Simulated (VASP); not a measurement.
Input of a VASP 6.6.1 run:

INCAR

```
SYSTEM = K3Pd
PREC = Accurate ; ENCUT = 520
EDIFF = 1E-7 ; ISMEAR = 1
SIGMA = 0.1 ; LREAL = .FALSE.
LASPH = .TRUE. ; NELM = 80
ALGO = Normal ; ISIF = 2
LWAVE = .FALSE. ; LCHARG = .TRUE.
GGA = CA ; LELF = .TRUE.
LVHAR = .TRUE. ; NBANDS = 26
```

KPOINTS

```
regular mesh
0
G
  5 5 5
  0 0 0
```

POSCAR

```
K3Pd
1.0
    5.4450130000      0.0000000000      0.0000000000
    0.0000000000      5.4450130000      0.0000000000
    0.0000000000      0.0000000000      5.4450130000
K Pd
3 1
Direct
    0.5000000000      0.5000000000      0.0000000000
    0.0000000000      0.5000000000      0.5000000000
    0.5000000000      0.0000000000      0.5000000000
    0.0000000000      0.0000000000      0.0000000000
```

Potentials or basis: VASP PAW LDA potentials, release 64 (K_sv, Pd).

Launch:

```sh
$ cat potpaw_LDA.64/K_sv/POTCAR potpaw_LDA.64/Pd/POTCAR > POTCAR
$ mpirun -np 1 vasp_std > vasp.out
```

Task: What does it give for the pressure?

Result: -1.6 GPa.

Task: Predict the band gap on the k mesh.

Result: Zero (an odd number of electrons rules out a gap without spin polarisation).
